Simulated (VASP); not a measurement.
# Li3HS: single point with PBE

The system is Li3HS.

```
CELL_PARAMETERS angstrom
3.85189 0.00000 0.00000
0.00000 3.85189 0.00000
0.00000 0.00000 3.85189
ATOMIC_POSITIONS crystal
S 0.50000 0.50000 0.50000
H 0.00000 0.00000 0.00000
Li 0.50000 0.00000 0.00000
Li 0.00000 0.50000 0.00000
Li 0.00000 0.00000 0.50000
```

```yaml
Program: VASP 6.6.1
Task: single point
Functional: PBE
Potentials_or_basis: VASP PAW PBE potentials, release 64 (S, H, Li_sv)
Cutoff: 520 eV
k_mesh: 6 × 6 × 6
Occupations: gaussian, width 0.1 eV
Spin: no spin polarisation
```

- Band gap on the k mesh: 3.96 eV, indirect (least direct gap 4.38 eV)

Levels at points of the mesh, in eV from the valence-band top:
| k point | band 4 | band 5 | band 6 | band 7 | band 8 | band 9 | band 10 | band 11 | band 12 | band 13 |
| --- | --- | --- | --- | --- | --- | --- | --- | --- | --- | --- |
| (0.00, 0.00, 0.00) | -11.23 | -2.57 | -1.06 | -1.06 | -1.06 | 6.40 | 6.40 | 7.11 | 7.11 | 7.11 |
| (0.50, 0.00, 0.00) | -10.94 | -4.35 | -0.44 | -0.44 | -0.41 | 3.96 | 4.96 | 4.96 | 5.80 | 11.12 |
| (0.50, 0.50, 0.00) | -10.65 | -3.33 | -2.68 | -2.68 | 0.00 | 4.82 | 7.24 | 7.24 | 7.57 | 8.23 |
| (0.50, 0.50, 0.50) | -10.30 | -3.33 | -2.50 | -2.50 | -2.50 | 4.86 | 4.86 | 4.86 | 10.17 | 10.17 |

It used 14 s of CPU time on 1 thread of AMD EPYC 7R13 Processor (Zen 3), with other jobs on the host.

 A k mesh can miss the band edges.
